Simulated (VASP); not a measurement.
# Li3SeF in VASP: further runs

The runs below take Li3SeF through single point, with PBE, r2SCAN.

Program: VASP 6.6.1. These are calculated values, not measurements. Logs are shortened: lines on timing, memory, paths and dates and some standing lists are left out, and cuts for length are marked.

**1. The cell of the first run**

Symmetry: P4mm, No. 99, tetragonal system. The conventional cell has a = 3.999 Å, b = 3.999 Å, c = 4.014 Å, α = 90.00°, β = 90.00°, γ = 90.00°. Li (site symmetry 2mm) has 2 F at 2.00 Å within 2.6 Å. Li (site symmetry 4mm) has 2 F at 2.00 to 2.01 Å within 2.7 Å. Se (site symmetry 4mm) has 12 Li at 2.83 to 2.84 Å and 8 F at 3.47 Å within 3.7 Å. Within 2.6 Å of F (site symmetry 4mm) lie 6 Li at 2.00 to 2.01 Å.

**2. Single point, PBE**

The input, INCAR:

```
SYSTEM = Li3SeF
PREC = Accurate ; ENCUT = 520
EDIFF = 1E-7 ; ISMEAR = 0
SIGMA = 0.1 ; LREAL = .FALSE.
LASPH = .TRUE. ; NELM = 60
ALGO = Normal ; ISIF = 2
LWAVE = .FALSE. ; LCHARG = .TRUE.
GGA = PE ; LELF = .TRUE.
LVHAR = .TRUE. ; NBANDS = 19
```

The input, KPOINTS:

```
Automatic mesh
0
G
  4 4 4
  0 0 0
```

The input, POSCAR:

```
Li3SeF
1.0
    3.9994784160      0.0000000000      0.0000000000
    0.0000000000      3.9994784160      0.0000000000
    0.0000000000      0.0000000000      4.0137523865
Li Se F
3 1 1
Direct
    0.5000000000      0.0000000000      0.4993579975
    0.5000000000      0.5000000000     -0.0003037928
    0.0000000000      0.5000000000      0.4993579975
    0.0000000000      0.0000000000      0.0010408172
    0.5000000000      0.5000000000      0.5005469906
```

Potentials or basis: VASP PAW PBE potentials, release 64 (Li_sv, Se, F).

The run is started by

```bash
$ cat potpaw_PBE.64/Li_sv/POTCAR potpaw_PBE.64/Se/POTCAR potpaw_PBE.64/F/POTCAR > POTCAR
$ mpirun -np 1 vasp_std > vasp.out
```

OUTCAR:

```text
SYSTEM = Li3SeF
   PREC = Accurate
   ENCUT = 520
   EDIFF = 1E-7
   ISMEAR = 0
   LREAL = .FALSE.
   LASPH = .TRUE.
   NELM = 60
   ISIF = 2
   GGA = PE

 ion  position               nearest neighbor table
   1  0.500  0.000  0.499-   5 2.00   5 2.00
   2  0.500  0.500  1.000-   5 2.00   5 2.01
   3  0.000  0.500  0.499-   5 2.00   5 2.00
   4  0.000  0.000  0.001-
   5  0.500  0.500  0.501-   1 2.00   3 2.00   1 2.00   3 2.00   2 2.00   2 2.01

  LATTYP: Found a simple tetragonal cell.
 ALAT       =     3.9994784160
 C/A-ratio  =     1.0035689580

  Lattice vectors:

 A1 = (   3.9994784160,   0.0000000000,   0.0000000000)
 A2 = (   0.0000000000,   3.9994784160,   0.0000000000)
 A3 = (   0.0000000000,   0.0000000000,   4.0137523865)

Analysis of symmetry for initial positions (statically):
=====================================================================
 Subroutine PRICEL returns:
 Original cell was already a primitive cell.

 Routine SETGRP: Setting up the symmetry group for a
 simple tetragonal supercell.

 Subroutine GETGRP returns: Found  8 space group operations
 (whereof  8 operations were pure point group operations)
 out of a pool of 16 trial point group operations.

The static configuration has the point symmetry C_4v.

Analysis of symmetry for dynamics (positions and initial velocities):
=====================================================================
 Subroutine PRICEL returns:
 Original cell was already a primitive cell.

 Routine SETGRP: Setting up the symmetry group for a
 simple tetragonal supercell.

 Subroutine GETGRP returns: Found  8 space group operations
 (whereof  8 operations were pure point group operations)
 out of a pool of 16 trial point group operations.

The dynamic configuration has the point symmetry C_4v.

 Subroutine INISYM returns: Found  8 space group operations
 (whereof  8 operations are pure point group operations),
 and found     1 'primitive' translations

----------------------------------------------------------------------------------------

                                     Primitive cell

  volume of cell :      64.2033

  direct lattice vectors                    reciprocal lattice vectors
     3.999478416  0.000000000  0.000000000     0.250032603  0.000000000  0.000000000
     0.000000000  3.999478416  0.000000000     0.000000000  0.250032603  0.000000000
     0.000000000  0.000000000  4.013752387     0.000000000  0.000000000  0.249143421

  length of vectors
     3.999478416  3.999478416  4.013752387     0.250032603  0.250032603  0.249143421

  position of ions in fractional coordinates (direct lattice)
     0.500000000  0.000000000  0.499357997
     0.500000000  0.500000000  0.999696207
     0.000000000  0.500000000  0.499357997
     0.000000000  0.000000000  0.001040817
     0.500000000  0.500000000  0.500546991

  ion indices of the primitive-cell ions
   primitive index   ion index
                 1           1
                 2           2
                 3           3
                 4           4
                 5           5

----------------------------------------------------------------------------------------

 KPOINTS: Automatic mesh

Automatic generation of k-mesh.
 Grid dimensions read from file:
 generate k-points for:    4    4    4

 Generating k-lattice:

  Cartesian coordinates                     Fractional coordinates (reciprocal lattice)
     0.062508151  0.000000000  0.000000000     0.250000000  0.000000000  0.000000000
     0.000000000  0.062508151  0.000000000     0.000000000  0.250000000  0.000000000
     0.000000000  0.000000000  0.062285855     0.000000000  0.000000000  0.250000000

  Length of vectors
     0.062508151  0.062508151  0.062285855

  Shift w.r.t. Gamma in fractional coordinates (k-lattice)
     0.000000000  0.000000000  0.000000000

 Subroutine IBZKPT returns following result:
 ===========================================

 Found     18 irreducible k-points:

 Following reciprocal coordinates:
            Coordinates               Weight
  0.000000  0.000000  0.000000      1.000000
  0.250000  0.000000  0.000000      4.000000
  0.500000  0.000000  0.000000      2.000000
  0.250000  0.250000  0.000000      4.000000
  0.500000  0.250000  0.000000      4.000000
  0.500000  0.500000  0.000000      1.000000
[... 10 lines left out ...]
  0.500000  0.250000  0.500000      4.000000
  0.500000  0.500000  0.500000      1.000000
   k-points           NKPTS =     18   k-points in BZ     NKDIM =     18   number of bands    NBANDS=     19
   number of dos      NEDOS =    301   number of ions     NIONS =      5
   total plane-waves  NPLWV =  27000
   dimension x,y,z NGX =    30 NGY =   30 NGZ =   30
   dimension x,y,z NGXF=    60 NGYF=   60 NGZF=   60
   ions per type =               3   1   1
   NGX,Y,Z   is equivalent  to a cutoff of  12.47, 12.47, 12.43 a.u.
   NGXF,Y,Z  is equivalent  to a cutoff of  24.94, 24.94, 24.85 a.u.
 SYSTEM =  Li3SeF
   PREC   = accura    normal or accurate (medium, high low for compatibility)
   ISTART =      0    job   : 0-new  1-cont  2-samecut
   ICHARG =      2    charge: 1-file 2-atom 10-const
   ISPIN  =      1    spin polarized calculation?
   LNONCOLLINEAR =      F non collinear calculations
   LSORBIT =      F    spin-orbit coupling
   LASPH  =      T    aspherical Exc in radial PAW
   ENCUT  =  520.0 eV  38.22 Ry    6.18 a.u.   7.44  7.44  7.46*2*pi/ulx,y,z
   NELM   =     60;   NELMIN=  2; NELMDL= -5     # of ELM steps
   EDIFF  = 0.1E-06   stopping-criterion for ELM
   LREAL  =      F    real-space projection
   EDIFFG = 0.1E-05   stopping-criterion for IOM
   NSW    =      0    number of steps for IOM
   IBRION =     -1    ionic relax: 0-MD 1-quasi-New 2-CG
   NFREE  =      0    steps in history (QN), initial steepest desc. (CG)
   ISIF   =      2    stress and relaxation
   ISYM   =      2    0-nonsym 1-usesym 2-fastsym
   POTIM  = 0.5000    time-step for ionic-motion
   TEBEG  =    0.0;   TEEND  =   0.0 temperature during run
   PSTRESS=    0.0 pullay stress
   NELECT =      22.0000    total number of electrons
   NUPDOWN=      -1.0000    fix difference up-down
   EMIN   =  10.00;   EMAX   =-10.00  energy-range for DOS
   EFERMI =   0.00;   METHOD = LEGACY
   ISMEAR =     0;   SIGMA  =   0.10  broadening in eV -4-tet -1-fermi 0-gaus
   EFERMI_NEDOS =   21; number of points for ismear=-14 and -15
   IALGO  =     38    algorithm
   IMIX   =      4    mixing-type and parameters
     AMIX     =   0.40;   BMIX     =  1.00
     AMIX_MAG =   1.60;   BMIX_MAG =  1.00
  volume/ion in A,a.u.               =      12.84        86.65
  Fermi-wavevector in a.u.,A,eV,Ry     =   1.145592  2.164855 17.856027  1.312381
  Thomas-Fermi vector in A             =   2.282280
   LORBIT       =      0    0 simple, 1 ext, 2 COOP (PROOUT), +10 PAW based schemes
   GGA     = PE    functional components
   LHFCALC =     F    Hartree Fock is set to
   AEXX    =    0.0000 exact exchange contribution
   IVDW    =     0    specifies the selected vdW correction
   LEPSILON=     F    determine dielectric tensor
   LRPA    =     F    only Hartree local field effects (RPA)
 non-spin polarized calculation
 Gauss-broadening in eV      SIGMA  =   0.10
  energy-cutoff  :      520.00
  volume of cell :       64.20
 maximum number of plane-waves:      1755
 NGX is ok and might be reduce to    30
   NGX = 15   NGY = 15   NGZ = 15

 number of electron      21.9999952 magnetization

 Free energy of the ion-electron system (eV)
  ---------------------------------------------------
  ext. energy  EPLUGINS =         0.00000000
  ---------------------------------------------------
  free energy    TOTEN  =       -20.47538751 eV

  energy without entropy =      -20.47538751  energy(sigma->0) =      -20.47538751

 E-fermi :   3.1829     XC(G=0):  -9.1881

 val. band max:        2.6036856643   @ k =   0.5000   0.0000   0.5000
 cond. band min:       6.3073660032   @ k =   0.0000   0.0000   0.0000
 fundamental gap:      3.7036803390
 Fermi energy:         3.1828608717

 k-point     1 :       0.0000    0.0000    0.0000
  band No.  band energies     occupation
      1     -42.9172      2.00000
      2     -42.8681      2.00000
      3     -42.8655      2.00000
      4     -21.5193      2.00000
      5      -8.9994      2.00000
      6      -3.5408      2.00000
[... 11 lines left out ...]
     18      13.2475      0.00000
     19      13.2555      0.00000

 k-point     2 :       0.2500    0.0000    0.0000
  band No.  band energies     occupation
      1     -42.9105      2.00000
      2     -42.8737      2.00000
      3     -42.8658      2.00000
      4     -21.5327      2.00000
      5      -8.9292      2.00000
      6      -3.4836      2.00000
[... 11 lines left out ...]
     18      12.6605      0.00000
     19      12.6612      0.00000

 k-point     3 :       0.5000    0.0000    0.0000
  band No.  band energies     occupation
      1     -42.8994      2.00000
      2     -42.8839      2.00000
      3     -42.8659      2.00000
      4     -21.5462      2.00000
      5      -8.8552      2.00000
      6      -3.4249      2.00000
[... 11 lines left out ...]
     18      12.5670      0.00000
     19      14.0034      0.00000

 k-point     4 :       0.2500    0.2500    0.0000
  band No.  band energies     occupation
      1     -42.9045      2.00000
      2     -42.8758      2.00000
      3     -42.8688      2.00000
      4     -21.5464      2.00000
      5      -8.8233      2.00000
      6      -3.4948      2.00000
[... 275 lines left out ...]
     18      13.5356      0.00000
     19      14.3276      0.00000

 k-point    17 :       0.5000    0.2500    0.5000
  band No.  band energies     occupation
      1     -42.8840      2.00000
      2     -42.8835      2.00000
      3     -42.8791      2.00000
      4     -21.5871      2.00000
      5      -8.4065      2.00000
      6      -3.3498      2.00000
[... 11 lines left out ...]
     18      12.8219      0.00000
     19      16.3641      0.00000

 k-point    18 :       0.5000    0.5000    0.5000
  band No.  band energies     occupation
      1     -42.8834      2.00000
      2     -42.8834      2.00000
      3     -42.8790      2.00000
      4     -21.6013      2.00000
      5      -8.2426      2.00000
      6      -3.2136      2.00000
[... 11 lines left out ...]
     18      12.4600      0.00000
     19      17.4051      0.00000

------------------------ aborting loop because EDIFF is reached ----------------------------------------

  FORCE on cell =-STRESS in cart. coord.  units (eV):
  Direction    XX          YY          ZZ          XY          YZ          ZX
  --------------------------------------------------------------------------------------
  -------------------------------------------------------------------------------------
  Total       -0.1049524     -0.1049524     -0.2055101      0.0000000      0.0000000      0.0000000
  in kB       -2.6190617     -2.6190617     -5.1284534      0.0000000      0.0000000      0.0000000
  external PRESSURE =      -3.4555256 kB  Pullay stress =       0.0000000 kB

 VOLUME and BASIS-vectors are now :
 -----------------------------------------------------------------------------
  energy-cutoff  :      520.00
  volume of cell :       64.20
      direct lattice vectors                 reciprocal lattice vectors
     3.999478416  0.000000000  0.000000000     0.250032603  0.000000000  0.000000000
     0.000000000  3.999478416  0.000000000     0.000000000  0.250032603  0.000000000
     0.000000000  0.000000000  4.013752387     0.000000000  0.000000000  0.249143421

 POSITION                                       TOTAL-FORCE (eV/Angst)
 -----------------------------------------------------------------------------------
      1.99974      0.00000      2.00430         0.000000     -0.000000      0.003085
      1.99974      1.99974      4.01253         0.000000      0.000000      0.004192
      0.00000      1.99974      2.00430         0.000000     -0.000000      0.003085
      0.00000      0.00000      0.00418        -0.000000     -0.000000     -0.006641
      1.99974      1.99974      2.00907         0.000000      0.000000     -0.003721
 -----------------------------------------------------------------------------------
    total drift:                                0.000000      0.000000     -0.000345

  FREE ENERGIE OF THE ION-ELECTRON SYSTEM (eV)
  ---------------------------------------------------
  free  energy   TOTEN  =       -20.4753875130 eV

  energy  without entropy=      -20.4753875130  energy(sigma->0) =      -20.47538751
```

It took 32 s on 1 thread of Intel Xeon Platinum 8259CL at 2.50GHz (Skylake/Cascade Lake), shared host; peak memory 0.17 GiB.

Results:

```yaml
Free_energy: -20.4754 eV
Largest_force: 0.007 eV/Å
Band_gap_on_the_k_mesh: 3.70 eV, indirect (least direct gap 4.02 eV)
```

Forces on the atoms (eV/Å):
```
Li   0.000  0.000  0.003
Li   0.000  0.000  0.004
Li   0.000  0.000  0.003
Se   0.000  0.000 -0.007
F    0.000  0.000 -0.004
```

Caveat: the cutoff is under 1.25 times the usual one of these potentials, so pressure, stress and relaxed cells hold a basis-set (Pulay) error. A k mesh can miss the band edges.

(Part 1 of 2 ends here.)
